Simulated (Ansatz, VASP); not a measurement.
## NaTl in VASP and in Ansatz

```
CELL_PARAMETERS angstrom
0.00000 3.73530 3.81001
3.73530 0.00000 3.81001
3.73530 3.73530 0.00000
ATOMIC_POSITIONS crystal
Na 0.50000 0.50000 0.50000
Na 0.75000 0.75000 0.75000
Tl 0.00000 0.00000 0.00000
Tl 0.25000 0.25000 0.25000
```

Change from the starting cell: zz strain of +2 %.

Alike in both runs: task single point; functional PBEsol; k mesh 10 × 10 × 10; occupations fermi-dirac, width 0.05 eV; no spin polarisation.

|  | VASP | Ansatz |
| --- | --- | --- |
| version | VASP 6.6.1 | Ansatz 0.2.0 |
| potentials or method | VASP PAW PBE potentials, release 64 (Na_pv, Tl_d), cutoff 520 eV | all-electron LAPW, scalar-relativistic |

```tsv
	VASP	Ansatz	Ansatz less VASP
pressure (GPa)	-0.4	-0.3	+0.02
traceless stress, the component that is largest in VASP (GPa)	-0.06	-0.06	-0.001
```

VASP's potentials were made for PBE, not for PBEsol. Ansatz ran all-electron here, and VASP with PAW potentials.

Neither program's run includes spin-orbit coupling.
